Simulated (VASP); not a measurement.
Here is a VASP 6.6.1 calculation.

Contents of INCAR:

```
  PREC = Accurate
  ENCUT = 600
  EDIFF = 1E-6
  ISMEAR = -1
  SIGMA = 0.05
  LREAL = F
  LASPH = T
  NELM = 80
  ALGO = Normal
  ISIF = 3
  LWAVE = F
  LCHARG = F
  GGA = PS
  IBRION = 2
  NSW = 60
  EDIFFG = -0.01
  PSTRESS = 100.0
```

Contents of KPOINTS:

```
regular mesh
0
Gamma
  8 8 8
```

The input POSCAR:

```
Ca
1.0
    0.0000000000      2.7942000000      2.7942000000
    2.7942000000      0.0000000000      2.7942000000
    2.7942000000      2.7942000000      0.0000000000
Ca
1
Direct
    0.0000000000      0.0000000000      0.0000000000
```

Potentials or basis: VASP PAW PBE potentials, release 64 (Ca_sv).

The run is started by

```bash
$ cat potpaw_PBE.64/Ca_sv/POTCAR > POTCAR
$ mpirun -np 1 vasp_std > vasp.out
```

**Question.** What does it give for the band gap on the k mesh?

**Answer.** 0.21 eV, indirect (least direct gap 0.44 eV).

**Question.** Predict the space group after relaxing (to 0.05 Å).

**Answer.** Fm-3m (No. 225).

**Question.** What does it give for the relaxed volume?

**Answer.** 29.12 Å³/atom.

Final structure:
```
Ca
1.0
     0.00000    2.44182    2.44182
     2.44182    0.00000    2.44182
     2.44182    2.44182    0.00000
Ca
1
Direct
  0.00000 0.00000 0.00000
```

Caveat: the cell is relaxed towards a set pressure, so the enthalpy falls and the energy may rise; the volume moved by over 15 % at a fixed basis, so the end points are rough; the PAW data sets were made with another functional, which shifts forces and pressure a little. A k mesh can miss the band edges.
